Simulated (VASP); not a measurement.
## CoO: single point with r2SCAN

CoO:

```
Co O
1.0
     3.21882    0.00000    0.00000
    -1.60941    2.78758    0.00000
     0.00000    0.00000    5.26334
Co O
2 2
Cartesian
  0.0000 1.8584 2.6494
  0.0000 0.0000 0.0183
  0.0000 1.8584 4.5873
  0.0000 0.0000 1.9559
```

```yaml
Program: VASP 6.6.1
Task: single point
Functional: r2SCAN
Potentials_or_basis: VASP PAW PBE potentials, release 64 (Co, O)
Cutoff: 520 eV
k_mesh: 10 × 10 × 5
Occupations: fermi-dirac, width 0.05 eV
Spin: collinear spin, ferromagnetic start
Starting_moments: "[2.0, 2.0, 0.0, 0.0] μB"
```

| Item | Value |
| --- | --- |
| Pressure | -1.0 GPa |
| Largest force | 0.441 eV/Å |
| Band gap on the k mesh | 0.54 eV |
| Net moment | 6.00 μB per cell |
| Site moments | Co +2.64; O +0.26 μB |
| Valence electrons inside the program's atomic spheres | Co 7.92; O 5.04 |

Forces on the atoms (eV/Å):
```
Co   0.000  0.000 -0.432
Co   0.000  0.000 -0.441
O    0.000  0.000  0.438
O    0.000  0.000  0.435
```

Stress tensor (GPa, compression positive):
```
-1.69  0.00  0.00
 0.00 -1.69  0.00
 0.00  0.00  0.39
```

Levels at points of the mesh, in eV from the valence-band top:
Spin up:
| k point | band 16 | band 17 | band 18 | band 19 | band 20 | band 21 |
| --- | --- | --- | --- | --- | --- | --- |
| (0.00, 0.00, 0.00) | -0.09 | 0.00 | 0.00 | 0.54 | 5.93 | 7.55 |
| (0.50, 0.00, 0.00) | -1.75 | -0.67 | -0.66 | 6.14 | 6.45 | 7.47 |
Spin down:
| k point | band 8 | band 9 | band 10 | band 11 | band 12 | band 13 | band 14 | band 15 | band 16 | band 17 |
| --- | --- | --- | --- | --- | --- | --- | --- | --- | --- | --- |
| (0.00, 0.00, 0.00) | -4.23 | -0.91 | -0.91 | -0.17 | -0.17 | 1.29 | 1.51 | 2.78 | 2.78 | 3.72 |
| (0.50, 0.00, 0.00) | -4.05 | -0.64 | -0.29 | -0.28 | -0.15 | 1.11 | 1.50 | 1.89 | 2.17 | 2.62 |

Run time: 5.2 min on 1 thread of AMD EPYC 9R45 96-Core Processor (Zen 5), with other jobs on the host, peak memory 0.23 GiB.

Caveat: semilocal functionals underestimate gaps, and a narrow one can read as zero; the PAW data sets were made with another functional, which shifts forces and pressure a little. A k mesh can miss the band edges.
